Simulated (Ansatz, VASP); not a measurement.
## Zr2Cl: VASP beside Ansatz

The input INCAR:

```
  PREC = Accurate
  ENCUT = 600
  EDIFF = 1E-6
  ISMEAR = 0
  SIGMA = 0.1
  LREAL = False
  LASPH = True
  NELM = 60
  ALGO = Normal
  ISIF = 3
  LWAVE = False
  LCHARG = False
  GGA = PE
  IBRION = 2
  NSW = 100
  EDIFFG = -0.01
```

Contents of KPOINTS:

```
regular mesh
0
Gamma
  6 6 6
```

Contents of POSCAR:

```
Zr2Cl
1.0
    0.0000000000      5.4563567201      5.4563567201
    5.4563567201      0.0000000000      5.4563567201
    5.4563567201      5.4563567201      0.0000000000
Zr Cl
4 2
Direct
    0.6250000000      0.6250000000      0.6250000000
    0.6250000000      0.6250000000      0.1250000000
    0.6250000000      0.1250000000      0.6250000000
    0.1250000000      0.6250000000      0.6250000000
    0.5000000000      0.5000000000      0.5000000000
    0.7500000000      0.7500000000      0.7500000000
```

Input for Ansatz:

```yaml
crystal:
  lattice:
    - [0.0, 5.4563567201, 5.4563567201]
    - [5.4563567201, 0.0, 5.4563567201]
    - [5.4563567201, 5.4563567201, 0.0]
  atoms:
    - { symbol: Zr, position: [0.625, 0.625, 0.625] }
    - { symbol: Zr, position: [0.625, 0.625, 0.125] }
    - { symbol: Zr, position: [0.625, 0.125, 0.625] }
    - { symbol: Zr, position: [0.125, 0.625, 0.625] }
    - { symbol: Cl, position: [0.5, 0.5, 0.5] }
    - { symbol: Cl, position: [0.75, 0.75, 0.75] }
basis:
  ecutwfc: 420
kpoints:
  mp_grid: { grid: [6, 6, 6] }
hamiltonian:
  xc: pbe
scf:
  occupations: { method: gaussian, width: 0.1 }
output:
  forces: true
  stress: true
  eigenvalues: true
  write_density: true
  write_potential: true
  elf: true
  volumetric_format: npy
relax:
  adjacent_minimum: "off"
  f_tol: 0.01
  max_steps: 80
  cell: { stress_tol: 0.05 }
```

Alike in both runs: task relaxation of cell and atoms; functional PBE; k mesh 6 × 6 × 6; occupations gaussian, width 0.1 eV; no spin polarisation.

|  | VASP | Ansatz |
| --- | --- | --- |
| version | VASP 6.6.1 | Ansatz 0.2.0 |
| potentials or method | VASP PAW PBE potentials, release 64 (Zr_sv, Cl), cutoff 600 eV | scalar-relativistic, plane waves, PAW |
| valence electrons in the cell | 62 | 62 |

Ansatz gave:

| Item | Value |
| --- | --- |
| gap on the k mesh at the Fermi level, each at its own relaxed structure (eV) | none |
| relaxed volume (Å³/atom) | 54.15 |
| relaxed length of the cell vector where the two differ most in proportion (Å) | 7.716 |

Task: Which values does VASP return?

Result: gap on the k mesh at the Fermi level, each at its own relaxed structure (eV): none; relaxed volume (Å³/atom): 54.32; relaxed length of the cell vector where the two differ most in proportion (Å): 7.725.

A gap of «none» marks a metal or a gap that the smearing closes.
